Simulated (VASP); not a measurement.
# FePt: relaxation of cell and atoms with PBEsol

The system is FePt.

```
Pt Fe
1.0
     2.72350    0.00000    0.00000
     0.00000    2.72350    0.00000
     0.00000    0.00000    3.72000
Pt Fe
1 1
Direct
  0.50000 0.50000 0.50000
  0.00000 0.00000 0.00000
```

- Program: VASP 6.6.1
- Task: relaxation of cell and atoms
- Functional: PBEsol
- Potentials or basis: VASP PAW PBE potentials, release 64 (Pt, Fe)
- Cutoff: 600 eV
- k mesh: 10 × 10 × 7
- Occupations: fermi-dirac, width 0.05 eV
- Spin: collinear spin, ferromagnetic start
- Starting moments: [0.0, 3.0] μB
- Dipole correction: no
- Further INCAR settings: ALGO = Normal; EDIFF = 1e-06; IBRION = 2; EDIFFG = -0.01; NSW = 60; ISIF = 3

* Relaxed volume: 13.41 Å³/atom
* Relaxed cell: a = 2.693 Å, b = 2.693 Å, c = 3.698 Å, α = 90.00°, β = 90.00°, γ = 90.00°
* Space group after relaxing (to 0.1 Å): P4/mmm (No. 123)
* Energy gained by relaxing: 8.0 meV/atom
* Ionic steps: 6
* Pressure after relaxing: 0.0 GPa
* Net moment: 3.22 μB per cell
* Site moments: Pt +0.33; Fe +2.85 μB
* Valence electrons inside the program's atomic spheres: Pt 9.49; Fe 7.05

Step by step:
```csv
step,energy change (eV),largest force (eV/Å),pressure (GPa),volume (Å³)
1,0.0000,0.0000,-6.28,27.59
2,0.0385,0.0000,13.86,25.49
3,-0.0158,0.0000,-0.10,26.83
4,-0.0158,0.0000,0.05,26.81
5,-0.0160,0.0000,0.03,26.81
6,-0.0159,0.0000,0.04,26.81
```

Final structure:
```
Pt Fe
1.0
     2.69256    0.00000    0.00000
     0.00000    2.69256    0.00000
     0.00000    0.00000    3.69843
Pt Fe
1 1
Direct
  0.50000 0.50000 0.50000
  0.00000 0.00000 0.00000
```

Levels at points of the mesh, in eV from the Fermi level:
Spin up:
```tsv
k point	band 7	band 8	band 9	band 10	band 11	band 12	band 13	band 14	band 15
(0.00, 0.00, 0.00)	-2.06	-1.89	-0.46	-0.31	-0.31	2.14	9.97	11.85	11.85
(0.50, 0.00, 0.00)	-2.78	-2.48	-2.09	-1.66	0.25	2.17	10.53	10.68	12.74
(0.50, 0.50, 0.00)	-0.45	-0.39	-0.39	0.66	1.57	1.57	7.91	10.41	10.92
```
Spin down:
```csv
k point,band 4,band 5,band 6,band 7,band 8,band 9,band 10,band 11,band 12,band 13
"(0.00, 0.00, 0.00)",-2.46,-2.46,-0.86,-0.75,0.53,1.67,1.73,1.73,2.39,10.82
"(0.50, 0.00, 0.00)",-3.61,-2.55,-1.40,-1.29,-1.00,0.45,0.69,2.50,2.66,11.35
"(0.50, 0.50, 0.00)",-4.97,1.01,1.26,1.65,1.78,1.78,1.79,1.79,1.82,8.73
```

It took 4.2 min on 1 thread of Intel(R) Xeon(R) Platinum 8259CL CPU @ 2.50GHz (Skylake/Cascade Lake) (shared host), peak memory 0.22 GiB.

Caveat: the PAW data sets were made with another functional, which shifts forces and pressure a little; spin-orbit coupling is left out, which moves the levels of the heavy elements.
